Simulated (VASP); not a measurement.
A run of VASP 6.6.1 is set up as follows.

INCAR

```
PREC = Accurate ; ENCUT = 520
EDIFF = 1E-6 ; ISMEAR = 0
SIGMA = 0.15 ; LREAL = False
LASPH = True ; NELM = 100
ALGO = Fast ; ISIF = 2
LWAVE = False ; LCHARG = True
GGA = CA ; LELF = True
LVHAR = True ; NBANDS = 12
```

Contents of KPOINTS:

```
Automatic mesh
0
Gamma
  18 18 18
```

Contents of POSCAR:

```
Tl
1.0
    0.0000000000      2.7685137983      1.9573392554
    2.7685137983      0.0000000000      1.9573392554
    2.7685137983      2.7685137983      0.0000000000
Tl
1
Direct
    0.0000000000      0.0000000000      0.0000000000
```

Potentials or basis: VASP PAW LDA potentials, release 64 (Tl_d).

Run with:

```sh
$ cat potpaw_LDA.64/Tl_d/POTCAR > POTCAR
$ mpirun -np 1 vasp_std > vasp.out
```

Problem. What does it give for the pressure?

Solution. -3.2 GPa.
